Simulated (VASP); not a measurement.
# Au (Im-3m) in VASP: further runs

The runs below take Au through single point, with LDA.

All numbers are computed with VASP 6.6.1; they aren't measurements. Logs are shortened: lines on timing, memory, paths and dates and some standing lists are left out, and cuts for length are marked.

### Step 1. The cell of the first run

It takes space group Im-3m (No. 229, cubic). Conventional cell: a = 3.231 Å, b = 3.231 Å, c = 3.231 Å, α = 90.00°, β = 90.00°, γ = 90.00°. Au (site symmetry m-3m) has 14 Au at 2.80 to 3.23 Å within 3.7 Å.

### Step 2. Single point, LDA

INCAR reads:

```
SYSTEM = Au
PREC = Accurate ; ENCUT = 520
EDIFF = 1E-6 ; ISMEAR = -1
SIGMA = 0.05 ; LREAL = .False.
LASPH = .True. ; NELM = 80
ALGO = Normal ; ISIF = 2
LWAVE = .False. ; LCHARG = .False.
GGA = CA ; NBANDS = 12
```

KPOINTS reads:

```
regular mesh
0
Gamma
  17 17 17
  0 0 0
```

POSCAR reads:

```
Au
1.0
   -1.6155991455      1.6155991455      1.6155991455
    1.6155991455     -1.6155991455      1.6155991455
    1.6155991455      1.6155991455     -1.6155991455
Au
1
Direct
    0.0000000000      0.0000000000      0.0000000000
```

Potentials or basis: VASP PAW LDA potentials, release 64 (Au).

Started as:

```bash
$ cat potpaw_LDA.64/Au/POTCAR > POTCAR
$ mpirun -np 1 vasp_std > vasp.out
```

OUTCAR:

```text
SYSTEM = Au
   PREC = Accurate
   ENCUT = 520
   EDIFF = 1E-6
   ISMEAR = -1
   LREAL = .False.
   LASPH = .True.
   NELM = 80
   ISIF = 2
   GGA = CA

 ion  position               nearest neighbor table
   1  0.000  0.000  0.000-

  LATTYP: Found a body centered cubic cell.
 ALAT       =     3.2311982910

  Lattice vectors:

 A1 = (  -1.6155991455,   1.6155991455,   1.6155991455)
 A2 = (   1.6155991455,  -1.6155991455,   1.6155991455)
 A3 = (   1.6155991455,   1.6155991455,  -1.6155991455)

Analysis of symmetry for initial positions (statically):
=====================================================================
 Subroutine PRICEL returns:
 Original cell was already a primitive cell.

 Routine SETGRP: Setting up the symmetry group for a
 body centered cubic supercell.

 Subroutine GETGRP returns: Found 48 space group operations
 (whereof 48 operations were pure point group operations)
 out of a pool of 48 trial point group operations.

The static configuration has the point symmetry O_h .

Analysis of symmetry for dynamics (positions and initial velocities):
=====================================================================
 Subroutine PRICEL returns:
 Original cell was already a primitive cell.

 Routine SETGRP: Setting up the symmetry group for a
 body centered cubic supercell.

 Subroutine GETGRP returns: Found 48 space group operations
 (whereof 48 operations were pure point group operations)
 out of a pool of 48 trial point group operations.

The dynamic configuration has the point symmetry O_h .

 Subroutine INISYM returns: Found 48 space group operations
 (whereof 48 operations are pure point group operations),
 and found     1 'primitive' translations

----------------------------------------------------------------------------------------

                                     Primitive cell

  volume of cell :      16.8679

  direct lattice vectors                    reciprocal lattice vectors
    -1.615599146  1.615599146  1.615599146     0.000000000  0.309482709  0.309482709
     1.615599146 -1.615599146  1.615599146     0.309482709  0.000000000  0.309482709
     1.615599146  1.615599146 -1.615599146     0.309482709  0.309482709  0.000000000

  length of vectors
     2.798299805  2.798299805  2.798299805     0.437674644  0.437674644  0.437674644

  position of ions in fractional coordinates (direct lattice)
     0.000000000  0.000000000  0.000000000

  ion indices of the primitive-cell ions
   primitive index   ion index
                 1           1

----------------------------------------------------------------------------------------

 KPOINTS: regular mesh

Automatic generation of k-mesh.
 Grid dimensions read from file:
 generate k-points for:   17   17   17

 Generating k-lattice:

  Cartesian coordinates                     Fractional coordinates (reciprocal lattice)
     0.000000000  0.018204865  0.018204865     0.058823529  0.000000000  0.000000000
     0.018204865  0.000000000  0.018204865     0.000000000  0.058823529  0.000000000
     0.018204865  0.018204865  0.000000000     0.000000000  0.000000000  0.058823529

  Length of vectors
     0.025745567  0.025745567  0.025745567

  Shift w.r.t. Gamma in fractional coordinates (k-lattice)
     0.000000000  0.000000000  0.000000000

 Subroutine IBZKPT returns following result:
 ===========================================

 Found    165 irreducible k-points:

 Following reciprocal coordinates:
            Coordinates               Weight
  0.000000  0.000000  0.000000      1.000000
  0.058824  0.000000  0.000000     12.000000
  0.117647  0.000000  0.000000     12.000000
  0.176471  0.000000  0.000000     12.000000
  0.235294  0.000000  0.000000     12.000000
  0.294118  0.000000  0.000000     12.000000
[... 16 lines left out ...]
  0.411765  0.117647  0.000000     48.000000
  0.176471  0.176471  0.000000     24.000000
 [... further k-points ...]
   k-points           NKPTS =    165   k-points in BZ     NKDIM =    165   number of bands    NBANDS=     12
   number of dos      NEDOS =    301   number of ions     NIONS =      1
   total plane-waves  NPLWV =  13824
   dimension x,y,z NGX =    24 NGY =   24 NGZ =   24
   dimension x,y,z NGXF=    48 NGYF=   48 NGZF=   48
   ions per type =               1
   NGX,Y,Z   is equivalent  to a cutoff of  14.26, 14.26, 14.26 a.u.
   NGXF,Y,Z  is equivalent  to a cutoff of  28.52, 28.52, 28.52 a.u.
 SYSTEM =  Au
   PREC   = accura    normal or accurate (medium, high low for compatibility)
   ISTART =      0    job   : 0-new  1-cont  2-samecut
   ICHARG =      2    charge: 1-file 2-atom 10-const
   ISPIN  =      1    spin polarized calculation?
   LNONCOLLINEAR =      F non collinear calculations
   LSORBIT =      F    spin-orbit coupling
   LASPH  =      T    aspherical Exc in radial PAW
   ENCUT  =  520.0 eV  38.22 Ry    6.18 a.u.   5.20  5.20  5.20*2*pi/ulx,y,z
   NELM   =     80;   NELMIN=  2; NELMDL= -5     # of ELM steps
   EDIFF  = 0.1E-05   stopping-criterion for ELM
   LREAL  =      F    real-space projection
   EDIFFG = 0.1E-04   stopping-criterion for IOM
   NSW    =      0    number of steps for IOM
   IBRION =     -1    ionic relax: 0-MD 1-quasi-New 2-CG
   NFREE  =      0    steps in history (QN), initial steepest desc. (CG)
   ISIF   =      2    stress and relaxation
   ISYM   =      2    0-nonsym 1-usesym 2-fastsym
   POTIM  = 0.5000    time-step for ionic-motion
   TEBEG  =    0.0;   TEEND  =   0.0 temperature during run
   PSTRESS=    0.0 pullay stress
   NELECT =      11.0000    total number of electrons
   NUPDOWN=      -1.0000    fix difference up-down
   EMIN   =  10.00;   EMAX   =-10.00  energy-range for DOS
   EFERMI =   0.00;   METHOD = LEGACY
   ISMEAR =    -1;   SIGMA  =   0.05  broadening in eV -4-tet -1-fermi 0-gaus
   EFERMI_NEDOS =   21; number of points for ismear=-14 and -15
   IALGO  =     38    algorithm
   IMIX   =      4    mixing-type and parameters
     AMIX     =   0.40;   BMIX     =  1.00
     AMIX_MAG =   1.60;   BMIX_MAG =  1.00
  volume/ion in A,a.u.               =      16.87       113.83
  Fermi-wavevector in a.u.,A,eV,Ry     =   1.419664  2.682775 27.421790  2.015445
  Thomas-Fermi vector in A             =   2.540660
   LORBIT       =      0    0 simple, 1 ext, 2 COOP (PROOUT), +10 PAW based schemes
   GGA     = CA    functional components
   LHFCALC =     F    Hartree Fock is set to
   AEXX    =    0.0000 exact exchange contribution
   IVDW    =     0    specifies the selected vdW correction
   LEPSILON=     F    determine dielectric tensor
   LRPA    =     F    only Hartree local field effects (RPA)
 non-spin polarized calculation
  energy-cutoff  :      520.00
  volume of cell :       16.87
 maximum number of plane-waves:       468
 NGX is ok and might be reduce to    24
   NGX = 11   NGY = 11   NGZ = 11

 number of electron      11.0000001 magnetization

 Free energy of the ion-electron system (eV)
  ---------------------------------------------------
  ext. energy  EPLUGINS =         0.00000000
  ---------------------------------------------------
  free energy    TOTEN  =        -4.42024118 eV

  energy without entropy =       -4.41699883  energy(sigma->0) =       -4.41862001

 E-fermi :   9.3387     XC(G=0): -13.0448

 val. band max:        9.3216806127   @ k =  -0.3529   0.3529   0.2941
 cond. band min:       9.3407830897   @ k =   0.2353   0.2353   0.0000
 fundamental gap:      0.0191024771
 Fermi energy:         9.3386592799

 k-point     1 :       0.0000    0.0000    0.0000
  band No.  band energies     occupation
      1      -0.5522      2.00000
      2       4.5135      2.00000
      3       4.5135      2.00000
      4       4.5135      2.00000
      5       6.5135      2.00000
      6       6.5135      2.00000
      7      25.9325      0.00000
      8      25.9325      0.00000
      9      25.9325      0.00000
     10      33.8730      0.00000
     11      33.8730      0.00000
     12      33.8730      0.00000

 k-point     2 :       0.0588    0.0000    0.0000
  band No.  band energies     occupation
      1      -0.4229      2.00000
      2       4.4713      2.00000
      3       4.5171      2.00000
      4       4.6064      2.00000
      5       6.4616      2.00000
      6       6.5165      2.00000
      7      25.9410      0.00000
      8      25.9717      0.00000
      9      26.1025      0.00000
     10      32.2944      0.00000
     11      32.4427      0.00000
     12      33.4234      0.00000

 k-point     3 :       0.1176    0.0000    0.0000
  band No.  band energies     occupation
      1      -0.0462      2.00000
      2       4.3521      2.00000
      3       4.5229      2.00000
      4       4.8795      2.00000
      5       6.3377      2.00000
      6       6.5265      2.00000
      7      25.7110      0.00000
      8      25.9594      0.00000
      9      26.5971      0.00000
     10      30.5695      0.00000
     11      30.9061      0.00000
     12      32.2075      0.00000

 k-point     4 :       0.1765    0.0000    0.0000
  band No.  band energies     occupation
      1       0.5354      2.00000
      2       4.1768      2.00000
      3       4.5342      2.00000
      4       5.3159      2.00000
      5       6.2193      2.00000
      6       6.5461      2.00000
      7      24.5064      0.00000
      8      25.5493      0.00000
      9      27.3720      0.00000
     10      29.6122      0.00000
     11      30.4302      0.00000
     12      30.5243      0.00000

 k-point     5 :       0.2353    0.0000    0.0000
  band No.  band energies     occupation
      1       1.2167      2.00000
      2       3.9737      2.00000
      3       4.6248      2.00000
      4       5.8843      2.00000
      5       6.1761      2.00000
      6       6.5770      2.00000
      7      22.3132      0.00000
      8      24.6703      0.00000
      9      28.3538      0.00000
     10      28.6671      0.00000
     11      29.6867      0.00000
     12      30.9724      0.00000

 k-point     6 :       0.2941    0.0000    0.0000
  band No.  band energies     occupation
      1       1.7855      2.00000
      2       3.7718      2.00000
      3       5.0076      2.00000
      4       6.2264      2.00000
      5       6.5337      2.00000
      6       6.6177      2.00000
      7      19.8041      0.00000
      8      23.6680      0.00000
      9      26.8599      0.00000
     10      29.4385      0.00000
     11      30.1316      0.00000
     12      32.2013      0.00000

 k-point     7 :       0.3529    0.0000    0.0000
  band No.  band energies     occupation
      1       2.0536      2.00000
      2       3.5970      2.00000
      3       5.8185      2.00000
      4       6.4060      2.00000
      5       6.6624      2.00000
      6       7.1869      2.00000
      7      17.3154      0.00000
      8      22.7953      0.00000
      9      25.2795      0.00000
     10      30.4872      0.00000
     11      30.6349      0.00000
     12      33.8667      0.00000

 k-point     8 :       0.4118    0.0000    0.0000
  band No.  band energies     occupation
      1       2.1001      2.00000
      2       3.4693      2.00000
      3       6.2669      2.00000
      4       6.7013      2.00000
      5       7.3375      2.00000
      6       7.7360      2.00000
      7      15.0414      0.00000
      8      22.1681      0.00000
      9      24.0889      0.00000
     10      31.0970      0.00000
     11      31.3313      0.00000
     12      33.0468      0.00000
[... 166 lines left out ...]
 k-point    20 :       0.2353    0.1176    0.0000
  band No.  band energies     occupation
      1       2.1145      2.00000
      2       3.8472      2.00000
      3       4.5160      2.00000
      4       6.1064      2.00000
      5       6.6904      2.00000
      6       7.1622      2.00000
      7      19.8062      0.00000
      8      22.9197      0.00000
      9      25.1621      0.00000
     10      28.7591      0.00000
     11      32.1599      0.00000
     12      32.9671      0.00000

 k-point    21 :       0.2941    0.1176    0.0000
  band No.  band energies     occupation
      1       2.3745      2.00000
      2       3.6794      2.00000
      3       5.0972      2.00000
      4       6.2303      2.00000
      5       6.7689      2.00000
      6       8.0610      2.00000
      7      17.3528      0.00000
      8      22.0762      0.00000
      9      24.1143      0.00000
     10      29.6774      0.00000
     11      32.7088      0.00000
     12      32.9812      0.00000

 k-point    22 :       0.3529    0.1176    0.0000
  band No.  band energies     occupation
      1       2.4036      2.00000
      2       3.5610      2.00000
      3       5.7304      2.00000
      4       6.3495      2.00000
      5       6.9661      2.00000
      6       9.0968      1.98426
      7      15.0955      0.00000
      8      21.4081      0.00000
      9      23.3149      0.00000
     10      30.4927      0.00000
     11      32.5962      0.00000
     12      33.0521      0.00000

 k-point    23 :       0.4118    0.1176    0.0000
  band No.  band energies     occupation
      1       2.3787      2.00000
      2       3.5002      2.00000
      3       6.0748      2.00000
      4       6.3445      2.00000
      5       7.2614      2.00000
      6      10.1816      0.00000
      7      13.3247      0.00000
      8      21.0253      0.00000
      9      22.8882      0.00000
     10      31.0735      0.00000
     11      32.1654      0.00000
     12      33.2249      0.00000

 k-point    24 :       0.1765    0.1765    0.0000
  band No.  band energies     occupation
      1       2.1612      2.00000
      2       4.0553      2.00000
      3       4.1130      2.00000
      4       6.0494      2.00000
      5       6.6947      2.00000
      6       7.1968      2.00000
      7      20.5746      0.00000
      8      22.3800      0.00000
      9      25.2827      0.00000
     10      28.2439      0.00000
     11      32.1117      0.00000
     12      33.9977      0.00000

 [... further k-points ...]
[... 5 lines left out ...]
  --------------------------------------------------------------------------------------
  -------------------------------------------------------------------------------------
  Total       -0.2227202     -0.2227202     -0.2227202      0.0000000     -0.0000000      0.0000000
  in kB      -21.1548177    -21.1548177    -21.1548177      0.0000000     -0.0000000      0.0000000
  external PRESSURE =     -21.1548177 kB  Pullay stress =       0.0000000 kB

 VOLUME and BASIS-vectors are now :
 -----------------------------------------------------------------------------
  energy-cutoff  :      520.00
  volume of cell :       16.87
      direct lattice vectors                 reciprocal lattice vectors
    -1.615599146  1.615599146  1.615599146     0.000000000  0.309482709  0.309482709
     1.615599146 -1.615599146  1.615599146     0.309482709  0.000000000  0.309482709
     1.615599146  1.615599146 -1.615599146     0.309482709  0.309482709  0.000000000

 POSITION                                       TOTAL-FORCE (eV/Angst)
 -----------------------------------------------------------------------------------
      0.00000      0.00000      0.00000        -0.000000     -0.000000     -0.000000
 -----------------------------------------------------------------------------------
    total drift:                                0.000000      0.000000     -0.000000

  FREE ENERGIE OF THE ION-ELECTRON SYSTEM (eV)
  ---------------------------------------------------
  free  energy   TOTEN  =        -4.4202411841 eV

  energy  without entropy=       -4.4169988332  energy(sigma->0) =       -4.41862001
```

Run time: 9.7 s. Hardware: 1 thread of Intel Xeon 6975P-C (Granite Rapids), shared host; peak memory 0.15 GiB.

Results:

| Property | Result |
| --- | --- |
| Free energy | -4.4202 eV |
| Pressure | -2.1 GPa |

Levels at points of the mesh, in eV from the Fermi level:
| k point | band 2 | band 3 | band 4 | band 5 | band 6 | band 7 | band 8 | band 9 | band 10 | band 11 |
| --- | --- | --- | --- | --- | --- | --- | --- | --- | --- | --- |
| (0.00, 0.00, 0.00) | -4.83 | -4.83 | -4.83 | -2.83 | -2.83 | 16.59 | 16.59 | 16.59 | 24.53 | 24.53 |

Caveat: spin-orbit coupling is left out, which moves the levels of the heavy elements.

### Step 3. Single point, LDA

INCAR reads:

```
SYSTEM = Au
PREC = Accurate
ENCUT = 520
EDIFF = 1E-6
ISMEAR = -1
SIGMA = 0.05
LREAL = .False.
LASPH = .True.
NELM = 100
ALGO = Normal
ISIF = 2
LWAVE = .False.
LCHARG = .False.
NBANDS = 12
```

KPOINTS reads:

```
Automatic mesh
0
Gamma
  17 17 17
  0 0 0
```

POSCAR is that of step 2.

Potentials or basis: VASP PAW LDA potentials, release 64 (Au).

Started as:

```bash
$ cat potpaw_LDA.64/Au/POTCAR > POTCAR
$ mpirun -np 1 vasp_std > vasp.out
```

Wall time 9.5 s (1 thread of Intel Xeon 6975P-C (Granite Rapids), shared host); peak memory 0.15 GiB.

The run converged. Its results:

* Free energy: -4.4202 eV
* Pressure: -2.1 GPa

Levels at points of the mesh, in eV from the Fermi level:
```
           k point  band 4  band 5  band 6  band 7  band 8  band 9
(0.00, 0.00, 0.00)   -4.83   -2.83   -2.83   16.59   16.59   16.59
```

Caveat: spin-orbit coupling is left out, which moves the levels of the heavy elements.
